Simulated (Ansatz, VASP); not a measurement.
Two plane-wave programs on MnO

The input INCAR:

```
SYSTEM = MnO
PREC = Accurate ; ENCUT = 520
EDIFF = 1E-6 ; ISMEAR = 0
SIGMA = 0.05 ; LREAL = .FALSE.
LASPH = .TRUE. ; NELM = 150
ALGO = Normal ; ISIF = 2
LWAVE = .FALSE. ; LCHARG = .FALSE.
ISPIN = 2 ; MAGMOM = 5 0
LORBIT = 11 ; LMAXMIX = 4
NBANDS = 20
```

File KPOINTS:

```
Automatic mesh
0
G
  14 14 14
  0 0 0
```

File POSCAR:

```
MnO
1.0
    0.0000000000      2.2220003343      2.2220003343
    2.2220003343      0.0000000000      2.2220003343
    2.2220003343      2.2220003343      0.0000000000
Mn O
1 1
Direct
    0.0000000000      0.0000000000      0.0000000000
    0.5000000000      0.5000000000      0.5000000000
```

Input for Ansatz:

```yaml
crystal:
  lattice:
    - [0.0, 2.2220003343, 2.2220003343]
    - [2.2220003343, 0.0, 2.2220003343]
    - [2.2220003343, 2.2220003343, 0.0]
  atoms:
    - { symbol: Mn, position: [0.0, 0.0, 0.0], spin: 5.0 }
    - { symbol: O, position: [0.5, 0.5, 0.5] }
basis:
  ecutwfc: 420
  ecutrho_ratio: 4
kpoints:
  mp_grid: { grid: [14, 14, 14] }
hamiltonian:
  xc: lda
scf:
  occupations: { method: gaussian, width: 0.05 }
output:
  forces: true
  stress: true
  eigenvalues: true
  populations: true
magnetization:
  spin_polarized: true
```

Alike in both runs: task single point; functional LDA; k mesh 14 × 14 × 14; occupations gaussian, width 0.05 eV; collinear spin.

```csv
,VASP,Ansatz
version,VASP 6.6.1,Ansatz 0.2.0
potentials or method,"VASP PAW LDA potentials, release 64 (Mn_pv, O), cutoff 520 eV","scalar-relativistic, plane waves, PAW"
valence electrons in the cell,19,21
```

Ansatz gave:

```
gap on the k mesh at the Fermi level (eV)                     : none
pressure (GPa)                                                : -16.2
net moment per atom (μB)                                      : 2.30
size of the moment on the site where the two differ most (μB) : 3.91
```

Q: Which values does VASP return?

A: gap on the k mesh at the Fermi level (eV): none; pressure (GPa): -17.4; net moment per atom (μB): 2.26; size of the moment on the site where the two differ most (μB): 4.12.

LDA's correlation is that of Perdew and Zunger in VASP and of Perdew and Wang (1992) in Ansatz. Site moments also hang on the region over which each program counts them. A gap of «none» marks a metal or a gap that the smearing closes. VASP's potentials hold 19 valence electrons a cell and Ansatz's 21, so a difference there can come from the potentials and not from the codes.
